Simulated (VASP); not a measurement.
Set up this calculation in VASP 6.6.1, as the native input.

- Task: relaxation of cell and atoms
- Functional: PBE
- Potentials or basis: VASP PAW PBE potentials, release 64 (Mg, Si, N)
- Cutoff: 600 eV
- k mesh: 8 × 8 × 6
- Occupations: gaussian, width 0.1 eV
- Spin: no spin polarisation
- Dipole correction: no
- Further INCAR settings: ALGO = Normal; EDIFF = 1e-07; IBRION = 2; EDIFFG = -0.01; NSW = 100; ISIF = 3

The structure of Mg2Si3N3 lies in POSCAR:

```
Mg2Si3N3
1.0
    2.9668040161     -3.3987123551      0.0000000000
    2.9668040161      3.3987123551      0.0000000000
    0.0000000000      0.0000000000      5.5680548275
Mg Si N
2 3 3
Direct
    0.7509988078      0.7509988078      0.6812016176
    0.2490011922      0.2490011922      0.6812016176
    0.7231645090      0.2768354910      0.2783554346
    0.0000000000      0.0000000000      0.0430399235
    0.2768354910      0.7231645090      0.2783554346
    0.5000000000      0.5000000000      0.1103728691
    0.0000000000      0.5000000000      0.4637365515
    0.5000000000      0.0000000000      0.4637365515
```

One way to write it, as run:

INCAR

```
  PREC = Accurate
  ENCUT = 600
  EDIFF = 1E-7
  ISMEAR = 0
  SIGMA = 0.1
  LREAL = False
  LASPH = True
  NELM = 120
  ALGO = Normal
  ISIF = 3
  LWAVE = False
  LCHARG = False
  GGA = PE
  IBRION = 2
  NSW = 100
  EDIFFG = -0.01
  GGA_COMPAT = False
  NELMIN = 4
```

KPOINTS

```
Automatic mesh
0
Gamma
  8 8 6
```

Potentials or basis: VASP PAW PBE potentials, release 64 (Mg, Si, N).

Command:

```console
$ cat potpaw_PBE.64/Mg/POTCAR potpaw_PBE.64/Si/POTCAR potpaw_PBE.64/N/POTCAR > POTCAR
$ mpirun -np 1 vasp_std > vasp.out
```

It gave:

| Item | Value |
| --- | --- |
| Relaxed volume | 14.01 Å³/atom |
| Relaxed cell | a = 4.507 Å, b = 4.507 Å, c = 5.570 Å, α = 90.00°, β = 90.00°, γ = 97.92° |
| Space group after relaxing (to 0.1 Å) | Cmm2 (No. 35) |
| Energy gained by relaxing | 0.1 meV/atom |
| Ionic steps | 6 |
| Pressure after relaxing | 0.0 GPa |
| Largest force after relaxing | 0.009 eV/Å |
| Band gap on the k mesh | zero (an odd number of electrons rules out a gap without spin polarisation) |

Run time: 9.5 min on 1 thread of Intel(R) Xeon(R) Platinum 8488C (Sapphire Rapids), with other jobs on the host, peak memory 0.39 GiB.
